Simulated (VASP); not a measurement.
The system is C.

```
C
1.0
     0.00000    1.78579    1.78579
     1.78579    0.00000    1.78579
     1.78579    1.78579    0.00000
C
2
Direct
  0.00000 0.00000 0.00000
  0.25000 0.25000 0.25000
```

Base run:

| Property | Result |
| --- | --- |
| Program | VASP 6.6.1 |
| Functional | PBE |
| Potentials or basis | VASP PAW PBE potentials, release 64 (C) |
| Cutoff | 600 eV |
| k mesh | 13 × 13 × 13 |
| Occupations | fermi-dirac, width 0.01 eV |
| Spin | no spin polarisation |

Its results: band gap on the k mesh 4.13 eV, indirect (least direct gap 5.58 eV); pressure 0.0 GPa.

Task: The run is repeated on the same cell with these changes: functional from PBE to r2SCAN; cutoff from 600 eV to 660 eV. What comes out?

Result: Band gap on the k mesh 4.33 eV, indirect (least direct gap 5.82 eV); pressure -4.1 GPa.

r2SCAN gives the wider gap, since meta-GGAs in the generalised Kohn-Sham scheme recover part of the derivative discontinuity.

Caveats: the PAW data sets were made with another functional, which shifts forces and pressure a little (some runs).

A k mesh can miss the band edges.
